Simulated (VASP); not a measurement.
Here is a VASP 6.6.1 calculation.

INCAR

```
SYSTEM = Pd
PREC = Accurate
ENCUT = 520
EDIFF = 1E-6
ISMEAR = -1
SIGMA = 0.1
LREAL = .False.
LASPH = .True.
NELM = 100
ALGO = Normal
ISIF = 2
LWAVE = .False.
LCHARG = .False.
GGA = PS
NBANDS = 11
```

KPOINTS

```
Automatic mesh
0
Gamma
  23 23 23
  0 0 0
```

File POSCAR:

```
Pd
1.0
    0.0000000000      1.8584654204      1.8584654204
    1.8584654204      0.0000000000      1.8584654204
    1.8584654204      1.8584654204      0.0000000000
Pd
1
Direct
    0.0000000000      0.0000000000      0.0000000000
```

Potentials or basis: VASP PAW PBE potentials, release 64 (Pd).

The run is started by

```console
$ cat potpaw_PBE.64/Pd/POTCAR > POTCAR
$ mpirun -np 1 vasp_std > vasp.out
```

(1) Predict the band gap on the k mesh.

(2) Predict the pressure.

Answers

(1) zero (band 5 reaches 12.55 eV, above the bottom of band 6 at 10.55 eV).

(2) 35.7 GPa.

Caveat: the PAW data sets were made with another functional, which shifts forces and pressure a little.
